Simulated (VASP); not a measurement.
In2O3: single point with PBE

In2O3:

```xyz
10
Lattice="2.7264 1.5741 4.9061 -2.7264 1.5741 4.9061 0.0000 -3.1481 4.9061" Properties=species:S:1:pos:R:3 pbc="T T T"
In    0.0000    0.0000    9.4757
In    0.0000    0.0000   12.6018
In    0.0000    0.0000    5.2426
In    0.0000    0.0000    2.1166
O    -1.9170   -0.1722    6.1326
O     0.8093    1.7463    6.1326
O     1.1077   -1.5741    6.1326
O     1.9170    0.1722    8.5857
O    -1.1077    1.5741    8.5857
O    -0.8093   -1.7463    8.5857
```

This cell differs from its parent crystal: epitaxial xy strain -1.0%.

```
Program                : VASP 6.6.1
Task                   : single point
Functional             : PBE
Potentials or basis    : VASP PAW PBE potentials, release 64 (In_d, O)
Cutoff                 : 520 eV
k mesh                 : 6 × 6 × 6
Occupations            : fermi-dirac, width 0.02 eV
Spin                   : no spin polarisation
Dipole correction      : no
Further INCAR settings : ALGO = Normal; EDIFF = 1e-06; NBANDS = 55
```

```json
{
 "Pressure": "9.1 GPa",
 "Largest force": "0.089 eV/Å",
 "Band gap on the k mesh": "1.30 eV, indirect (least direct gap 1.31 eV)"
}
```

Forces on the atoms (eV/Å):
```
In   0.000  0.000 -0.089
In   0.000  0.000  0.089
In   0.000  0.000  0.089
In   0.000  0.000 -0.089
O   -0.005 -0.008  0.000
O   -0.005  0.008  0.000
O    0.009  0.000  0.000
O    0.005  0.008  0.000
O   -0.009  0.000  0.000
O    0.005 -0.008  0.000
```

Stress tensor (GPa, compression positive):
```
10.40  0.00  0.00
 0.00 10.40  0.00
 0.00  0.00  6.56
```

Levels at points of the mesh, in eV from the valence-band top:
```
           k point  band 41  band 42  band 43  band 44  band 45  band 46  band 47  band 48
(0.00, 0.00, 0.00)    -0.27    -0.27    -0.01    -0.01     1.30     5.62     6.27     7.48
(0.50, 0.00, 0.00)    -0.77    -0.77    -0.08    -0.08     4.99     4.99     5.92     5.92
(0.50, 0.50, 0.00)    -0.53    -0.36    -0.09    -0.04     5.18     5.60     6.51     6.69
(0.50, 0.50, 0.50)    -0.17    -0.17    -0.17    -0.17     4.43     4.43     7.22     7.22
```

It took 2.8 min on 1 thread of Intel(R) Xeon(R) Platinum 8559C (Emerald Rapids) (shared host), peak memory 0.39 GiB.

Caveat: the cell differs from its parent crystal (epitaxial xy strain -1.0%); spin-orbit coupling is left out, which moves the levels of the heavy elements.
